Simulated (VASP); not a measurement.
# Ru (Im-3m) in VASP: relaxation of cell and atoms with LDA

Aim: the relaxation of cell and atoms of Ru with LDA.

Program: VASP 6.6.1. These are calculated values, not measurements. Logs are shortened: lines on timing, memory, paths and dates and some standing lists are left out, and cuts for length are marked.

## Step 1: The cell of the first run

Symmetry: Im-3m, No. 229, cubic system. Conventional cell: a = 2.969 Å, b = 2.969 Å, c = 2.969 Å, α = 90.00°, β = 90.00°, γ = 90.00°. Ru (site symmetry m-3m) has 14 Ru at 2.57 to 2.97 Å within 3.4 Å.

This isn't the form of Ru at room conditions, which is hcp.

## Step 2: Relaxation of cell and atoms, LDA

The input, INCAR:

```
SYSTEM = Ru
  PREC = Accurate
  ENCUT = 600
  EDIFF = 1E-6
  ISMEAR = -1
  SIGMA = 0.1
  LREAL = .FALSE.
  LASPH = .TRUE.
  NELM = 60
  ALGO = Normal
  ISIF = 3
  LWAVE = .FALSE.
  LCHARG = .FALSE.
  GGA = CA
  IBRION = 2
  NSW = 60
  EDIFFG = -0.005
```

The input, KPOINTS:

```
regular mesh
0
G
  20 20 20
  0 0 0
```

The input, POSCAR:

```
Ru
1.0
   -1.4845828241      1.4845828241      1.4845828241
    1.4845828241     -1.4845828241      1.4845828241
    1.4845828241      1.4845828241     -1.4845828241
Ru
1
Direct
    0.0000000000      0.0000000000      0.0000000000
```

Potentials or basis: VASP PAW LDA potentials, release 64 (Ru_pv).

Launch:

```bash
$ cat potpaw_LDA.64/Ru_pv/POTCAR > POTCAR
$ mpirun -np 1 vasp_std > vasp.out
```

OUTCAR:

```text
SYSTEM = Ru
   PREC = Accurate
   ENCUT = 600
   EDIFF = 1E-6
   ISMEAR = -1
   LREAL = .FALSE.
   LASPH = .TRUE.
   NELM = 60
   ISIF = 3
   GGA = CA
   IBRION = 2
   NSW = 60
   EDIFFG = -0.005

 ion  position               nearest neighbor table
   1  0.000  0.000  0.000-

  LATTYP: Found a body centered cubic cell.
 ALAT       =     2.9691656482

  Lattice vectors:

 A1 = (  -1.4845828241,   1.4845828241,   1.4845828241)
 A2 = (   1.4845828241,  -1.4845828241,   1.4845828241)
 A3 = (   1.4845828241,   1.4845828241,  -1.4845828241)

Analysis of symmetry for initial positions (statically):
=====================================================================
 Subroutine PRICEL returns:
 Original cell was already a primitive cell.

 Routine SETGRP: Setting up the symmetry group for a
 body centered cubic supercell.

 Subroutine GETGRP returns: Found 48 space group operations
 (whereof 48 operations were pure point group operations)
 out of a pool of 48 trial point group operations.

The static configuration has the point symmetry O_h .

Analysis of symmetry for dynamics (positions and initial velocities):
=====================================================================
 Subroutine PRICEL returns:
 Original cell was already a primitive cell.

 Routine SETGRP: Setting up the symmetry group for a
 body centered cubic supercell.

 Subroutine GETGRP returns: Found 48 space group operations
 (whereof 48 operations were pure point group operations)
 out of a pool of 48 trial point group operations.

The dynamic configuration has the point symmetry O_h .

 Subroutine INISYM returns: Found 48 space group operations
 (whereof 48 operations are pure point group operations),
 and found     1 'primitive' translations

----------------------------------------------------------------------------------------

                                     Primitive cell

  volume of cell :      13.0880

  direct lattice vectors                    reciprocal lattice vectors
    -1.484582824  1.484582824  1.484582824     0.000000000  0.336794951  0.336794951
     1.484582824 -1.484582824  1.484582824     0.336794951  0.000000000  0.336794951
     1.484582824  1.484582824 -1.484582824     0.336794951  0.336794951  0.000000000

  length of vectors
     2.571372879  2.571372879  2.571372879     0.476299988  0.476299988  0.476299988

  position of ions in fractional coordinates (direct lattice)
     0.000000000  0.000000000  0.000000000

  ion indices of the primitive-cell ions
   primitive index   ion index
                 1           1

----------------------------------------------------------------------------------------

 KPOINTS: regular mesh

Automatic generation of k-mesh.
 Grid dimensions read from file:
 generate k-points for:   20   20   20

 Generating k-lattice:

  Cartesian coordinates                     Fractional coordinates (reciprocal lattice)
     0.000000000  0.016839748  0.016839748     0.050000000  0.000000000  0.000000000
     0.016839748  0.000000000  0.016839748     0.000000000  0.050000000  0.000000000
     0.016839748  0.016839748  0.000000000     0.000000000  0.000000000  0.050000000

  Length of vectors
     0.023814999  0.023814999  0.023814999

  Shift w.r.t. Gamma in fractional coordinates (k-lattice)
     0.000000000  0.000000000  0.000000000

 Subroutine IBZKPT returns following result:
 ===========================================

 Found    256 irreducible k-points:

 Following reciprocal coordinates:
            Coordinates               Weight
  0.000000  0.000000  0.000000      1.000000
  0.050000  0.000000  0.000000     12.000000
  0.100000  0.000000  0.000000     12.000000
  0.150000  0.000000  0.000000     12.000000
  0.200000  0.000000  0.000000     12.000000
  0.250000  0.000000  0.000000     12.000000
[... 16 lines left out ...]
  0.200000  0.100000  0.000000     48.000000
  0.250000  0.100000  0.000000     48.000000
 [... further k-points ...]
   k-points           NKPTS =    256   k-points in BZ     NKDIM =    256   number of bands    NBANDS=     11
   number of dos      NEDOS =    301   number of ions     NIONS =      1
   total plane-waves  NPLWV =  13824
   dimension x,y,z NGX =    24 NGY =   24 NGZ =   24
   dimension x,y,z NGXF=    48 NGYF=   48 NGZF=   48
   ions per type =               1
   NGX,Y,Z   is equivalent  to a cutoff of  15.52, 15.52, 15.52 a.u.
   NGXF,Y,Z  is equivalent  to a cutoff of  31.03, 31.03, 31.03 a.u.
 SYSTEM =  Ru
   PREC   = accura    normal or accurate (medium, high low for compatibility)
   ISTART =      0    job   : 0-new  1-cont  2-samecut
   ICHARG =      2    charge: 1-file 2-atom 10-const
   ISPIN  =      1    spin polarized calculation?
   LNONCOLLINEAR =      F non collinear calculations
   LSORBIT =      F    spin-orbit coupling
   LASPH  =      T    aspherical Exc in radial PAW
   ENCUT  =  600.0 eV  44.10 Ry    6.64 a.u.   5.14  5.14  5.14*2*pi/ulx,y,z
   NELM   =     60;   NELMIN=  2; NELMDL= -5     # of ELM steps
   EDIFF  = 0.1E-05   stopping-criterion for ELM
   LREAL  =      F    real-space projection
   EDIFFG = -.5E-02   stopping-criterion for IOM
   NSW    =     60    number of steps for IOM
   IBRION =      2    ionic relax: 0-MD 1-quasi-New 2-CG
   NFREE  =      1    steps in history (QN), initial steepest desc. (CG)
   ISIF   =      3    stress and relaxation
   ISYM   =      2    0-nonsym 1-usesym 2-fastsym
   POTIM  = 0.5000    time-step for ionic-motion
   TEBEG  =    0.0;   TEEND  =   0.0 temperature during run
   PSTRESS=    0.0 pullay stress
   NELECT =      14.0000    total number of electrons
   NUPDOWN=      -1.0000    fix difference up-down
   EMIN   =  10.00;   EMAX   =-10.00  energy-range for DOS
   EFERMI =   0.00;   METHOD = LEGACY
   ISMEAR =    -1;   SIGMA  =   0.10  broadening in eV -4-tet -1-fermi 0-gaus
   EFERMI_NEDOS =   21; number of points for ismear=-14 and -15
   IALGO  =     38    algorithm
   IMIX   =      4    mixing-type and parameters
     AMIX     =   0.40;   BMIX     =  1.00
     AMIX_MAG =   1.60;   BMIX_MAG =  1.00
  volume/ion in A,a.u.               =      13.09        88.32
  Fermi-wavevector in a.u.,A,eV,Ry     =   1.674274  3.163918 38.139741  2.803192
  Thomas-Fermi vector in A             =   2.759098
   LORBIT       =      0    0 simple, 1 ext, 2 COOP (PROOUT), +10 PAW based schemes
   GGA     = CA    functional components
   LHFCALC =     F    Hartree Fock is set to
   AEXX    =    0.0000 exact exchange contribution
   IVDW    =     0    specifies the selected vdW correction
   LEPSILON=     F    determine dielectric tensor
   LRPA    =     F    only Hartree local field effects (RPA)
 conjugate gradient relaxation of ions
 non-spin polarized calculation
  energy-cutoff  :      600.00
  volume of cell :       13.09
 maximum number of plane-waves:       466
 NGX is ok and might be reduce to    24
   NGX = 11   NGY = 11   NGZ = 11

--------------------------------------- Ionic step        1  -------------------------------------------

 number of electron      14.0000002 magnetization

 Free energy of the ion-electron system (eV)
  ---------------------------------------------------
  ext. energy  EPLUGINS =         0.00000000
  ---------------------------------------------------
  free energy    TOTEN  =       -10.02818230 eV

  energy without entropy =       -9.96849136  energy(sigma->0) =       -9.99833683

------------------------ aborting loop because EDIFF is reached ----------------------------------------

  FORCE on cell =-STRESS in cart. coord.  units (eV):
  Direction    XX          YY          ZZ          XY          YZ          ZX
  --------------------------------------------------------------------------------------
  -------------------------------------------------------------------------------------
  Total        1.0131147      1.0131147      1.0131147      0.0000000     -0.0000000     -0.0000000
  in kB      124.0211931    124.0211931    124.0211931      0.0000000     -0.0000000     -0.0000000
  external PRESSURE =     124.0211931 kB  Pullay stress =       0.0000000 kB
[... 86 lines left out ...]
  FREE ENERGIE OF THE ION-ELECTRON SYSTEM (eV)
  ---------------------------------------------------
  free  energy   TOTEN  =       -10.0454168040 eV

  energy  without entropy=       -9.9822014890  energy(sigma->0) =      -10.01380915

[... ionic steps 4 to 15 ...]

--------------------------------------- Ionic step       16  -------------------------------------------

 number of electron      13.9999999 magnetization

------------------------ aborting loop because EDIFF is reached ----------------------------------------

  FORCE on cell =-STRESS in cart. coord.  units (eV):
  Direction    XX          YY          ZZ          XY          YZ          ZX
  --------------------------------------------------------------------------------------
  -------------------------------------------------------------------------------------
  Total        0.0130956      0.0130956      0.0130956      0.0000000      0.0000000      0.0000000
  in kB        1.5489787      1.5489787      1.5489787      0.0000000      0.0000000      0.0000000
  external PRESSURE =       1.5489787 kB  Pullay stress =       0.0000000 kB
[... 55 lines left out ...]
  energy  without entropy=       -9.9824314403  energy(sigma->0) =      -10.01394353

--------------------------------------- Ionic step       18  -------------------------------------------

 number of electron      13.9999999 magnetization

 Free energy of the ion-electron system (eV)
  ---------------------------------------------------
  ext. energy  EPLUGINS =         0.00000000
  ---------------------------------------------------
  free energy    TOTEN  =       -10.04545622 eV

  energy without entropy =       -9.98241192  energy(sigma->0) =      -10.01393407

 E-fermi :  12.8927     XC(G=0): -14.3851

 val. band max:       12.8917466016   @ k =   0.1500   0.0500  -0.0000
 cond. band min:      12.8964491427   @ k =   0.1500   0.1000   0.0500
 fundamental gap:      0.0047025411
 Fermi energy:        12.8926661312

 k-point     1 :       0.0000    0.0000    0.0000
  band No.  band energies     occupation
      1     -29.4695      2.00000
      2     -29.4695      2.00000
      3     -29.4695      2.00000
      4       4.6856      2.00000
      5       9.9515      2.00000
      6       9.9515      2.00000
      7       9.9515      2.00000
      8      12.7885      1.47832
      9      12.7885      1.47832
     10      22.9537      0.00000
     11      30.0205      0.00000
[... 309 lines left out ...]
 k-point    24 :       0.2500    0.1000    0.0000
  band No.  band energies     occupation
      1     -30.2203      2.00000
      2     -29.7197      2.00000
      3     -29.5113      2.00000
      4       7.1326      2.00000
      5       8.7352      2.00000
      6      10.0811      2.00000
      7      12.2416      1.99703
      8      13.1898      0.09746
      9      13.7970      0.00024
     10      22.9532      0.00000
     11      28.1295      0.00000

 [... further k-points ...]
[... 5 lines left out ...]
  --------------------------------------------------------------------------------------
  -------------------------------------------------------------------------------------
  Total        0.0018905      0.0018905      0.0018905      0.0000000      0.0000000      0.0000000
  in kB        0.2235446      0.2235446      0.2235446      0.0000000      0.0000000      0.0000000
  external PRESSURE =       0.2235446 kB  Pullay stress =       0.0000000 kB
[... 16 lines left out ...]
  FREE ENERGIE OF THE ION-ELECTRON SYSTEM (eV)
  ---------------------------------------------------
  free  energy   TOTEN  =       -10.0454562203 eV

  energy  without entropy=       -9.9824119171  energy(sigma->0) =      -10.01393407

 reached required accuracy - stopping structural energy minimisation
```

It took 89 s on 1 thread of AMD EPYC 9R45 (Zen 5), shared host; peak memory 0.15 GiB.

Results:

| Property | Result |
| --- | --- |
| Free energy | -10.0455 eV |
| Relaxed volume | 13.55 Å³/atom |
| Relaxed cell | a = 2.601 Å, b = 2.601 Å, c = 2.601 Å, α = 109.47°, β = 109.47°, γ = 109.47° |
| Space group after relaxing (to 0.1 Å) | Im-3m (No. 229) |
| Energy gained by relaxing | 17.3 meV/atom |
| Ionic steps | 18 |
| Pressure after relaxing | 0.0 GPa |
| Band gap on the k mesh | zero (bands 7 and 8 overlap by 3.80 eV) |

The path:
```
step  energy change (eV)  largest force (eV/Å)  pressure (GPa)  volume (Å³)
   1              0.0000                0.0000           12.40        13.09
   2              0.1303                0.0000          -27.42        15.10
   3             -0.0172                0.0000           -0.50        13.57
   4             -0.0173                0.0000           -0.08        13.55
   5             -0.0173                0.0000            0.12        13.54
   6             -0.0173                0.0000            0.16        13.54
   7             -0.0173                0.0000            0.17        13.54
   8             -0.0173                0.0000            0.14        13.54
   9             -0.0173                0.0000            0.14        13.54
  10             -0.0173                0.0000            0.14        13.54
  11             -0.0173                0.0000            0.14        13.54
  12             -0.0173                0.0000            0.14        13.54
  13             -0.0173                0.0000            0.14        13.54
  14             -0.0173                0.0000            0.14        13.54
  15             -0.0173                0.0000            0.15        13.54
  16             -0.0173                0.0000            0.15        13.55
  17             -0.0173                0.0000            0.08        13.55
  18             -0.0173                0.0000            0.02        13.55
```

Final structure:
```cif
data_structure
_symmetry_space_group_name_H-M 'P 1'
_symmetry_Int_Tables_number 1
_cell_length_a 2.6012
_cell_length_b 2.6012
_cell_length_c 2.6012
_cell_angle_alpha 109.471
_cell_angle_beta 109.471
_cell_angle_gamma 109.471
_cell_volume 13.55
loop_
_atom_site_label
_atom_site_type_symbol
_atom_site_fract_x
_atom_site_fract_y
_atom_site_fract_z
_atom_site_occupancy
Ru1 Ru 0.00000 0.00000 0.00000 1
```
